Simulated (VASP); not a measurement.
# PbS (R3m) in VASP: further runs

Runs on PbS. Level: PBEsol. Tasks: single point.

Everything below comes from runs of VASP 6.6.1. Logs are shortened: lines on timing, memory, paths and dates and some standing lists are left out, and cuts for length are marked.

## 1. The cell of the first run

It takes space group R3m (No. 160, trigonal). The conventional cell has a = 4.283 Å, b = 4.283 Å, c = 10.078 Å, α = 90.00°, β = 90.00°, γ = 120.00°. Within 3.9 Å of Pb (site symmetry 3m) lie 6 S at 2.96 to 3.02 Å. Within 3.9 Å of S (site symmetry 3m) lie 6 Pb at 2.96 to 3.02 Å.

## 2. Single point, PBEsol

INCAR

```
  PREC = Accurate
  ENCUT = 520
  EDIFF = 1E-6
  ISMEAR = 0
  SIGMA = 0.03
  LREAL = False
  LASPH = True
  NELM = 100
  ALGO = Normal
  ISIF = 2
  LWAVE = False
  LCHARG = True
  GGA = PS
  LELF = True
  LVHAR = True
  NBANDS = 17
```

KPOINTS

```
regular mesh
0
Gamma
  12 12 12
```

POSCAR

```
PbS
1.0
    2.1416058738      1.2364567277      3.3592403064
   -2.1416058738      1.2364567277      3.3592403064
    0.0000000000     -2.4729134555      3.3592403064
Pb S
1 1
Direct
    0.9805657800      0.9805657800      0.9805657800
    0.4750355500      0.4750355500      0.4750355500
```

Potentials or basis: VASP PAW PBE potentials, release 64 (Pb_d, S).

The run is started by

```console
cat potpaw_PBE.64/Pb_d/POTCAR potpaw_PBE.64/S/POTCAR > POTCAR
mpirun -np 1 vasp_std > vasp.out
```

OUTCAR:

```text
PREC = Accurate
   ENCUT = 520
   EDIFF = 1E-6
   ISMEAR = 0
   LREAL = False
   LASPH = True
   NELM = 100
   ISIF = 2
   GGA = PS

 ion  position               nearest neighbor table
   1  0.981  0.981  0.981-   2 2.96   2 2.96   2 2.96   2 3.02   2 3.02   2 3.02
   2  0.475  0.475  0.475-   1 2.96   1 2.96   1 2.96   1 3.02   1 3.02   1 3.02

  LATTYP: Found a trigonal (rhomboedric) cell.
 ALAT       =     4.1713063175
 COS(alpha) =     0.4728127140

  Lattice vectors:

 A1 = (   2.1416058738,   1.2364567277,   3.3592403064)
 A2 = (  -2.1416058738,   1.2364567277,   3.3592403064)
 A3 = (   0.0000000000,  -2.4729134555,   3.3592403064)

Analysis of symmetry for initial positions (statically):
=====================================================================
 Subroutine PRICEL returns:
 Original cell was already a primitive cell.

 Routine SETGRP: Setting up the symmetry group for a
 trigonal (rhombohedral) supercell.

 Subroutine GETGRP returns: Found  6 space group operations
 (whereof  6 operations were pure point group operations)
 out of a pool of 12 trial point group operations.

The static configuration has the point symmetry C_3v.

Analysis of symmetry for dynamics (positions and initial velocities):
=====================================================================
 Subroutine PRICEL returns:
 Original cell was already a primitive cell.

 Routine SETGRP: Setting up the symmetry group for a
 trigonal (rhombohedral) supercell.

 Subroutine GETGRP returns: Found  6 space group operations
 (whereof  6 operations were pure point group operations)
 out of a pool of 12 trial point group operations.

The dynamic configuration has the point symmetry C_3v.

 Subroutine INISYM returns: Found  6 space group operations
 (whereof  6 operations are pure point group operations),
 and found     1 'primitive' translations

----------------------------------------------------------------------------------------

                                     Primitive cell

  volume of cell :      53.3717

  direct lattice vectors                    reciprocal lattice vectors
     2.141605874  1.236456728  3.359240306     0.233469662  0.134793772  0.099228785
    -2.141605874  1.236456728  3.359240306    -0.233469662  0.134793772  0.099228785
[... 76 lines left out ...]
   PREC   = accura    normal or accurate (medium, high low for compatibility)
   ISTART =      0    job   : 0-new  1-cont  2-samecut
   ICHARG =      2    charge: 1-file 2-atom 10-const
   ISPIN  =      1    spin polarized calculation?
   LNONCOLLINEAR =      F non collinear calculations
   LSORBIT =      F    spin-orbit coupling
   LASPH  =      T    aspherical Exc in radial PAW
   ENCUT  =  520.0 eV  38.22 Ry    6.18 a.u.   7.76  7.76  7.76*2*pi/ulx,y,z
   NELM   =    100;   NELMIN=  2; NELMDL= -5     # of ELM steps
   EDIFF  = 0.1E-05   stopping-criterion for ELM
   LREAL  =      F    real-space projection
   EDIFFG = 0.1E-04   stopping-criterion for IOM
   NSW    =      0    number of steps for IOM
   IBRION =     -1    ionic relax: 0-MD 1-quasi-New 2-CG
   NFREE  =      0    steps in history (QN), initial steepest desc. (CG)
   ISIF   =      2    stress and relaxation
   ISYM   =      2    0-nonsym 1-usesym 2-fastsym
   POTIM  = 0.5000    time-step for ionic-motion
   TEBEG  =    0.0;   TEEND  =   0.0 temperature during run
   PSTRESS=    0.0 pullay stress
   NELECT =      20.0000    total number of electrons
   NUPDOWN=      -1.0000    fix difference up-down
   EMIN   =  10.00;   EMAX   =-10.00  energy-range for DOS
   EFERMI =   0.00;   METHOD = LEGACY
   ISMEAR =     0;   SIGMA  =   0.03  broadening in eV -4-tet -1-fermi 0-gaus
   EFERMI_NEDOS =   21; number of points for ismear=-14 and -15
   IALGO  =     38    algorithm
   IMIX   =      4    mixing-type and parameters
     AMIX     =   0.40;   BMIX     =  1.00
     AMIX_MAG =   1.60;   BMIX_MAG =  1.00
  volume/ion in A,a.u.               =      26.69       180.08
  Fermi-wavevector in a.u.,A,eV,Ry     =   1.180270  2.230386 18.953411  1.393036
  Thomas-Fermi vector in A             =   2.316565
   LORBIT       =      0    0 simple, 1 ext, 2 COOP (PROOUT), +10 PAW based schemes
   GGA     = PS    functional components
   LHFCALC =     F    Hartree Fock is set to
   AEXX    =    0.0000 exact exchange contribution
   IVDW    =     0    specifies the selected vdW correction
   LEPSILON=     F    determine dielectric tensor
   LRPA    =     F    only Hartree local field effects (RPA)
 non-spin polarized calculation
 Gauss-broadening in eV      SIGMA  =   0.03
  energy-cutoff  :      520.00
  volume of cell :       53.37
 maximum number of plane-waves:      1449
   NGX = 15   NGY = 15   NGZ = 15

 number of electron      20.0000001 magnetization

 Free energy of the ion-electron system (eV)
  ---------------------------------------------------
  ext. energy  EPLUGINS =         0.00000000
  ---------------------------------------------------
  free energy    TOTEN  =        -9.43654959 eV

  energy without entropy =       -9.43654954  energy(sigma->0) =       -9.43654956

 E-fermi :   5.4886     XC(G=0):  -9.7818

 val. band max:        5.4081000317   @ k =   0.5000  -0.0000  -0.0000
 cond. band min:       5.5631397518   @ k =   0.5000   0.5000   0.5000
 fundamental gap:      0.1550397201
 Fermi energy:         5.4886098949

 k-point     1 :       0.0000    0.0000    0.0000
  band No.  band energies     occupation
      1     -11.3218      2.00000
      2     -11.3218      2.00000
      3     -11.3206      2.00000
      4     -11.2990      2.00000
      5     -11.2990      2.00000
      6      -8.0065      2.00000
[... 457 lines left out ...]
      4     -11.2831      2.00000
      5     -11.2750      2.00000
      6      -6.6857      2.00000
[... 9 lines left out ...]
     16      15.1310      0.00000
     17      16.7167      0.00000

 [... further k-points ...]
[... 5 lines left out ...]
  --------------------------------------------------------------------------------------
  -------------------------------------------------------------------------------------
  Total       -0.8771373     -0.8771373     -0.3516840      0.0000000      0.0000000      0.0000000
  in kB      -26.3310024    -26.3310024    -10.5572878      0.0000000      0.0000000      0.0000000
  external PRESSURE =     -21.0730975 kB  Pullay stress =       0.0000000 kB

 VOLUME and BASIS-vectors are now :
 -----------------------------------------------------------------------------
  energy-cutoff  :      520.00
  volume of cell :       53.37
      direct lattice vectors                 reciprocal lattice vectors
     2.141605874  1.236456728  3.359240306     0.233469662  0.134793772  0.099228785
    -2.141605874  1.236456728  3.359240306    -0.233469662  0.134793772  0.099228785
     0.000000000 -2.472913456  3.359240306     0.000000000 -0.269587545  0.099228785

 POSITION                                       TOTAL-FORCE (eV/Angst)
 -----------------------------------------------------------------------------------
      0.00000     -0.00000      9.88187         0.000000      0.000000     -0.021590
      0.00000     -0.00000      4.78728         0.000000     -0.000000      0.021590
 -----------------------------------------------------------------------------------
    total drift:                                0.000000     -0.000000     -0.000284

  FREE ENERGIE OF THE ION-ELECTRON SYSTEM (eV)
  ---------------------------------------------------
  free  energy   TOTEN  =        -9.4365495862 eV

  energy  without entropy=       -9.4365495438  energy(sigma->0) =       -9.43654956
```

Wall time 87 s (1 thread of AMD EPYC 7R13 (Zen 3), shared host); peak memory 0.27 GiB.

Results:

```
Free energy            : -9.4365 eV
Pressure               : -2.1 GPa
Largest force          : 0.022 eV/Å
Band gap on the k mesh : 0.15 eV (least direct gap 0.35 eV)
```

Forces in eV/Å, atoms in the order of the input:
```
Pb   0.000  0.000 -0.022
S    0.000  0.000  0.022
```

Caveat: the PAW data sets were made with another functional, which shifts forces and pressure a little; spin-orbit coupling is left out, which moves the levels of the heavy elements. A k mesh can miss the band edges.

## 3. Single point, PBEsol

This run uses another cell than the first one, of the same volume but with other edges.

INCAR

```
PREC     = Accurate       # precision mode
ENCUT    = 520            # plane-wave cutoff, eV
EDIFF    = 1E-7           # SCF threshold, eV
ISMEAR   = 0              # smearing method
SIGMA    = 0.03           # smearing width, eV
LREAL    = False          # projectors in reciprocal space
LASPH    = True           # aspherical terms in the spheres
NELM     = 80             # most SCF steps
ALGO     = Normal         # electronic algorithm
ISIF     = 2              # what is computed and relaxed
LWAVE    = False          # write WAVECAR
LCHARG   = False          # write CHGCAR
GGA      = PS             # functional
NBANDS   = 17             # bands
```

KPOINTS

```
Automatic mesh
0
Gamma
  12 12 12
```

POSCAR

```
PbS
1.0
    2.0785805573      1.2000690443      3.5660419679
   -2.0785805573      1.2000690443      3.5660419679
    0.0000000000     -2.4001380886      3.5660419679
Pb S
1 1
Direct
    0.9805657800      0.9805657800      0.9805657800
    0.4750355500      0.4750355500      0.4750355500
```

Potentials or basis: VASP PAW PBE potentials, release 64 (Pb_d, S).

The run is started by

```console
cat potpaw_PBE.64/Pb_d/POTCAR potpaw_PBE.64/S/POTCAR > POTCAR
mpirun -np 1 vasp_std > vasp.out
```

OUTCAR:

```text
PREC = Accurate
   ENCUT = 520
   EDIFF = 1E-7
   ISMEAR = 0
   LREAL = False
   LASPH = True
   NELM = 80
   ISIF = 2
   GGA = PS

 ion  position               nearest neighbor table
   1  0.981  0.981  0.981-   2 2.96   2 2.96   2 2.96   2 3.03   2 3.03   2 3.03
   2  0.475  0.475  0.475-   1 2.96   1 2.96   1 2.96   1 3.03   1 3.03   1 3.03

  LATTYP: Found a trigonal (rhomboedric) cell.
 ALAT       =     4.2985251146
 COS(alpha) =     0.5323458637

  Lattice vectors:

 A1 = (   2.0785805573,   1.2000690443,   3.5660419679)
 A2 = (  -2.0785805573,   1.2000690443,   3.5660419679)
 A3 = (   0.0000000000,  -2.4001380886,   3.5660419679)

Analysis of symmetry for initial positions (statically):
=====================================================================
 Subroutine PRICEL returns:
 Original cell was already a primitive cell.

 Routine SETGRP: Setting up the symmetry group for a
 trigonal (rhombohedral) supercell.

 Subroutine GETGRP returns: Found  6 space group operations
 (whereof  6 operations were pure point group operations)
 out of a pool of 12 trial point group operations.

The static configuration has the point symmetry C_3v.

Analysis of symmetry for dynamics (positions and initial velocities):
=====================================================================
 Subroutine PRICEL returns:
 Original cell was already a primitive cell.

 Routine SETGRP: Setting up the symmetry group for a
 trigonal (rhombohedral) supercell.

 Subroutine GETGRP returns: Found  6 space group operations
 (whereof  6 operations were pure point group operations)
 out of a pool of 12 trial point group operations.

The dynamic configuration has the point symmetry C_3v.

 Subroutine INISYM returns: Found  6 space group operations
 (whereof  6 operations are pure point group operations),
[... 105 lines left out ...]
   TEBEG  =    0.0;   TEEND  =   0.0 temperature during run
   PSTRESS=    0.0 pullay stress
   NELECT =      20.0000    total number of electrons
   NUPDOWN=      -1.0000    fix difference up-down
   EMIN   =  10.00;   EMAX   =-10.00  energy-range for DOS
   EFERMI =   0.00;   METHOD = LEGACY
   ISMEAR =     0;   SIGMA  =   0.03  broadening in eV -4-tet -1-fermi 0-gaus
   EFERMI_NEDOS =   21; number of points for ismear=-14 and -15
   IALGO  =     38    algorithm
   IMIX   =      4    mixing-type and parameters
     AMIX     =   0.40;   BMIX     =  1.00
     AMIX_MAG =   1.60;   BMIX_MAG =  1.00
  volume/ion in A,a.u.               =      26.69       180.08
  Fermi-wavevector in a.u.,A,eV,Ry     =   1.180270  2.230386 18.953411  1.393036
  Thomas-Fermi vector in A             =   2.316565
   LORBIT       =      0    0 simple, 1 ext, 2 COOP (PROOUT), +10 PAW based schemes
   GGA     = PS    functional components
   LHFCALC =     F    Hartree Fock is set to
   AEXX    =    0.0000 exact exchange contribution
   IVDW    =     0    specifies the selected vdW correction
   LEPSILON=     F    determine dielectric tensor
   LRPA    =     F    only Hartree local field effects (RPA)
 non-spin polarized calculation
 Gauss-broadening in eV      SIGMA  =   0.03
  energy-cutoff  :      520.00
  volume of cell :       53.37
 maximum number of plane-waves:      1465
   NGX = 15   NGY = 15   NGZ = 15

 number of electron      20.0000003 magnetization

 Free energy of the ion-electron system (eV)
  ---------------------------------------------------
  ext. energy  EPLUGINS =         0.00000000
  ---------------------------------------------------
  free energy    TOTEN  =        -9.43292765 eV

  energy without entropy =       -9.43292393  energy(sigma->0) =       -9.43292579

 E-fermi :   5.5466     XC(G=0):  -9.7820

 val. band max:        5.5069429354   @ k =   0.5000   0.5000   0.5000
 cond. band min:       5.5956912608   @ k =   0.5000   0.0000   0.0000
 fundamental gap:      0.0887483254
 Fermi energy:         5.5465711236

 k-point     1 :       0.0000    0.0000    0.0000
  band No.  band energies     occupation
      1     -11.3275      2.00000
      2     -11.3275      2.00000
      3     -11.3165      2.00000
      4     -11.2994      2.00000
      5     -11.2994      2.00000
      6      -8.0060      2.00000
[... 457 lines left out ...]
      4     -11.2871      2.00000
      5     -11.2715      2.00000
      6      -6.6487      2.00000
[... 9 lines left out ...]
     16      15.1320      0.00000
     17      16.7367      0.00000

 [... further k-points ...]
[... 5 lines left out ...]
  --------------------------------------------------------------------------------------
  -------------------------------------------------------------------------------------
  Total       -0.4698090     -0.4698090     -1.1681472      0.0000000      0.0000000      0.0000000
  in kB      -14.1033111    -14.1033111    -35.0668985      0.0000000      0.0000000      0.0000000
  external PRESSURE =     -21.0911736 kB  Pullay stress =       0.0000000 kB

 VOLUME and BASIS-vectors are now :
 -----------------------------------------------------------------------------
  energy-cutoff  :      520.00
  volume of cell :       53.37
      direct lattice vectors                 reciprocal lattice vectors
     2.078580557  1.200069044  3.566041968     0.240548772  0.138880898  0.093474316
    -2.078580557  1.200069044  3.566041968    -0.240548772  0.138880898  0.093474316
     0.000000000 -2.400138089  3.566041968     0.000000000 -0.277761796  0.093474316

 POSITION                                       TOTAL-FORCE (eV/Angst)
 -----------------------------------------------------------------------------------
      0.00000      0.00000     10.49022         0.000000      0.000000      0.009868
      0.00000      0.00000      5.08199         0.000000     -0.000000     -0.009868
 -----------------------------------------------------------------------------------
    total drift:                                0.000000     -0.000000      0.000083

  FREE ENERGIE OF THE ION-ELECTRON SYSTEM (eV)
  ---------------------------------------------------
  free  energy   TOTEN  =        -9.4329276544 eV

  energy  without entropy=       -9.4329239306  energy(sigma->0) =       -9.43292579
```

stdout:

```text
POSCAR found type information on POSCAR PbS
 POSCAR found :  2 types and       2 ions
 scaLAPACK will be used
 -----------------------------------------------------------------------------
|                                                                             |
|                                                                             |
|     You enforced a specific xc type in the INCAR file but a different       |
|     I HOPE YOU KNOW WHAT YOU ARE DOING!                                     |
|                                                                             |
 -----------------------------------------------------------------------------

 LDA part: xc-table for (Slater+PW92), standard interpolation
 POSCAR, INCAR and KPOINTS ok, starting setup
 FFT: planning ... GRIDC
 FFT: planning ... GRID_SOFT
 FFT: planning ... GRID
 WAVECAR not read
 entering main loop
```

Wall time 86 s (1 thread of AMD EPYC 7R13 (Zen 3), shared host); peak memory 0.27 GiB.

Results:

| Quantity | Value |
| --- | --- |
| Free energy | -9.4329 eV |
| Pressure | -2.1 GPa |
| Largest force | 0.010 eV/Å |
| Band gap on the k mesh | 0.09 eV (least direct gap 0.30 eV) |

Forces in eV/Å, atoms in the order of the input:
```
Pb   0.000  0.000  0.010
S    0.000  0.000 -0.010
```

Levels at points of the mesh, in eV from the valence-band top:
```csv
k point,band 6,band 7,band 8,band 9,band 10,band 11,band 12,band 13,band 14,band 15
"(0.00, 0.00, 0.00)",-13.51,-6.23,-2.41,-2.04,-2.04,4.94,4.97,4.97,6.25,6.82
"(0.50, 0.00, 0.00)",-12.28,-8.82,-1.91,-1.77,-0.21,0.09,1.69,1.86,8.34,9.39
"(0.50, 0.50, 0.00)",-11.90,-7.33,-5.16,-3.57,-3.27,3.70,5.10,5.41,5.68,10.97
"(0.50, 0.50, 0.50)",-12.36,-9.04,-1.67,-1.67,0.00,0.49,2.11,2.11,8.31,9.87
```

Caveat: the PAW data sets were made with another functional, which shifts forces and pressure a little; spin-orbit coupling is left out, which moves the levels of the heavy elements. A k mesh can miss the band edges.
